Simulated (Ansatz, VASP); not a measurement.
**Fe in VASP and in Ansatz**

```
CELL_PARAMETERS angstrom
2.43416 0.00000 0.00000
-1.21708 2.10804 0.00000
0.00000 0.00000 3.84193
ATOMIC_POSITIONS crystal
Fe 0.33333 0.66667 0.25000
Fe 0.66667 0.33333 0.75000
```

Alike in both runs: task single point; functional PBEsol; k mesh 24 × 24 × 14; occupations gaussian, width 0.15 eV; no spin polarisation.

|  | VASP | Ansatz |
| --- | --- | --- |
| version | VASP 6.6.1 | Ansatz 0.2.0 |
| potentials or method | VASP PAW PBE potentials, release 64 (Fe), cutoff 520 eV | scalar-relativistic, plane waves, PAW |
| valence electrons in the cell | 16 | 32 |

```tsv
	VASP	Ansatz	Ansatz less VASP
gap on the k mesh at the Fermi level (eV)	none	none	-
pressure (GPa)	-1.6	-1.3	+0.27
traceless stress, the component that is largest in VASP (GPa)	0.45	0.60	+0.151
```

VASP's potentials were made for PBE, not for PBEsol. A gap of «none» marks a metal or a gap that the smearing closes. The functional is the same, so the differences come from potentials, cutoffs and numerics. VASP's potentials hold 16 valence electrons a cell and Ansatz's 32, so a difference there can come from the potentials and not from the codes.
